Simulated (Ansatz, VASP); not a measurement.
## Cu in VASP and in Ansatz

The input INCAR:

```
PREC = Accurate
ENCUT = 520
EDIFF = 1E-6
ISMEAR = 0
SIGMA = 0.15
LREAL = False
LASPH = True
NELM = 100
ALGO = Fast
ISIF = 2
LWAVE = False
LCHARG = False
GGA = PS
IVDW = 12
NBANDS = 12
```

The input KPOINTS:

```
regular mesh
0
Gamma
  6 26 4
```

Contents of POSCAR:

```
Cu
1.0
    9.8330740458      0.0000000000      0.0000014014
    0.0000000000      1.9164398067      0.0000000000
   -3.9056259950      0.0000000000     21.7431577353
Cu
1
Direct
    0.5000000000      0.5000000000      0.5000000000
```

Input for Ansatz:

```yaml
crystal:
  lattice:
    - [9.8330740458, 0.0, 1.4014e-06]
    - [0.0, 1.9164398067, 0.0]
    - [-3.905625995, 0.0, 21.7431577353]
  atoms:
    - { symbol: Cu, position: [0.5, 0.5, 0.5] }
basis:
  ecutwfc: 420
kpoints:
  mp_grid: { grid: [6, 26, 4] }
hamiltonian:
  xc: pbesol
  dispersion: d3bj
scf:
  occupations: { method: gaussian, width: 0.15 }
output:
  forces: true
  stress: true
  eigenvalues: true
```

Change from the starting cell: strain -0.1500 x Voigt [1, 1, 0, 0, 0, 0], atoms carried along.

Alike in both runs: task single point; functional PBEsol; dispersion D3(BJ); k mesh 6 × 26 × 4; occupations gaussian, width 0.15 eV; no spin polarisation.

|  | VASP | Ansatz |
| --- | --- | --- |
| version | VASP 6.6.1 | Ansatz 0.2.0 |
| potentials or method | VASP PAW PBE potentials, release 64 (Cu), cutoff 520 eV | scalar-relativistic, plane waves, PAW |
| valence electrons in the cell | 11 | 19 |

VASP gave:

| Quantity | Value |
| --- | --- |
| gap on the k mesh at the Fermi level (eV) | none |
| pressure (GPa) | 1.3 |
| traceless stress, the component that is largest in VASP (GPa) | 2.61 |

**Question.** Which values does Ansatz return?

**Answer.** gap on the k mesh at the Fermi level (eV): none; pressure (GPa): 1.3; traceless stress, the component that is largest in VASP (GPa): 2.57.

VASP's potentials were made for PBE, not for PBEsol. A gap of «none» marks a metal or a gap that the smearing closes. VASP's potentials hold 11 valence electrons a cell and Ansatz's 19, so a difference there can come from the potentials and not from the codes.
